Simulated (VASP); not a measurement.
Set up this calculation in VASP 6.6.1, as the native input.

| Property | Result |
| --- | --- |
| Task | single point |
| Functional | r2SCAN |
| Potentials or basis | VASP PAW PBE potentials, release 64 (Hf_pv) |
| Cutoff | 520 eV |
| k mesh | 9 × 9 × 5 |
| Occupations | fermi-dirac, width 0.1 eV |
| Spin | no spin polarisation |
| Dipole correction | no |
| Further INCAR settings | ALGO = Normal; EDIFF = 1e-06; NBANDS = 17 |

Hf:

```
Hf
1.0
     3.20052   -0.00003    0.00000
    -1.60023    2.77174    0.00000
     0.00000    0.00000    5.04022
Hf
2
Direct
  0.33333 0.66667 0.25000
  0.66667 0.33333 0.75000
```

The input as run:

POSCAR

```
Hf
1.0
    3.2005174173     -0.0000262776      0.0000000000
   -1.6002314058      2.7717399028      0.0000000000
    0.0000000000      0.0000000000      5.0402195609
Hf
2
Direct
    0.3333348010      0.6666674005      0.2500000000
    0.6666651990      0.3333325995      0.7500000000
```

INCAR.step1

```
PREC = Accurate
ENCUT = 520
ISMEAR = -1
SIGMA = 0.1
LREAL = False
LASPH = True
NELM = 100
NBANDS = 17
GGA = PE
ALGO = Normal
EDIFF = 1E-4
LWAVE = True
LCHARG = False
```

INCAR.step2

```
PREC = Accurate
ENCUT = 520
EDIFF = 1E-6
ISMEAR = -1
SIGMA = 0.1
LREAL = False
LASPH = True
NELM = 100
ALGO = Normal
ISIF = 2
LWAVE = False
LCHARG = True
METAGGA = R2SCAN
LMIXTAU = True
LELF = True
LVHAR = True
NBANDS = 17
ISTART = 1
```

KPOINTS

```
Automatic mesh
0
Gamma
  9 9 5
```

Potentials or basis: VASP PAW PBE potentials, release 64 (Hf_pv).

Launch:

```bash
$ cat potpaw_PBE.64/Hf_pv/POTCAR > POTCAR
$ cp INCAR.step1 INCAR
$ mpirun -np 1 vasp_std > vasp.out
$ cp INCAR.step2 INCAR
$ mpirun -np 1 vasp_std > vasp.out
```

It gave:

The pressure is -0.6 GPa and the band gap on the k mesh is zero (band 10 reaches 6.16 eV, above the bottom of band 11 at 4.43 eV).

Caveat: the PAW data sets were made with another functional, which shifts forces and pressure a little; spin-orbit coupling is left out, which moves the levels of the heavy elements.

Run time: 37 s on 1 thread of Intel(R) Xeon(R) 6975P-C (Granite Rapids), on a shared host, peak memory 0.18 GiB.
